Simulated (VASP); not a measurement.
A run of VASP 6.6.1:

INCAR

```
PREC     = Accurate       # precision mode
ENCUT    = 520            # plane-wave cutoff, eV
EDIFF    = 1E-7           # SCF threshold, eV
ISMEAR   = -1             # smearing method
SIGMA    = 0.05           # smearing width, eV
LREAL    = False          # projectors in reciprocal space
LASPH    = True           # aspherical terms in the spheres
NELM     = 80             # most SCF steps
ALGO     = Normal         # electronic algorithm
ISIF     = 2              # what is computed and relaxed
LWAVE    = False          # write WAVECAR
LCHARG   = False          # write CHGCAR
GGA      = PS             # functional
NBANDS   = 22             # bands
```

Contents of KPOINTS:

```
regular mesh
0
Gamma
  7 7 4
```

The input POSCAR:

```
Cd2S
1.0
    3.8834166480      0.0000000000      0.0000000000
   -1.9417083240      3.3631374707      0.0000000000
    0.0000000000      0.0000000000      5.8091920000
Cd S
2 1
Direct
    0.3333333333      0.6666666667      0.9327170000
    0.6666666667      0.3333333333      0.5787350000
    0.3333333333      0.6666666667      0.3657050000
```

Potentials or basis: VASP PAW PBE potentials, release 64 (Cd, S).

Launch:

```sh
$ cat potpaw_PBE.64/Cd/POTCAR potpaw_PBE.64/S/POTCAR > POTCAR
$ mpirun -np 1 vasp_std > vasp.out
```

Hardware: 1 thread of AMD EPYC 7R13 (shared host).

Problem. Estimate the wall time of this run.

Solution. Wall time 95 s on 1 thread of AMD EPYC 7R13, on a shared host, peak memory 0.18 GiB. Counts: scf iterations 14, k points 28.
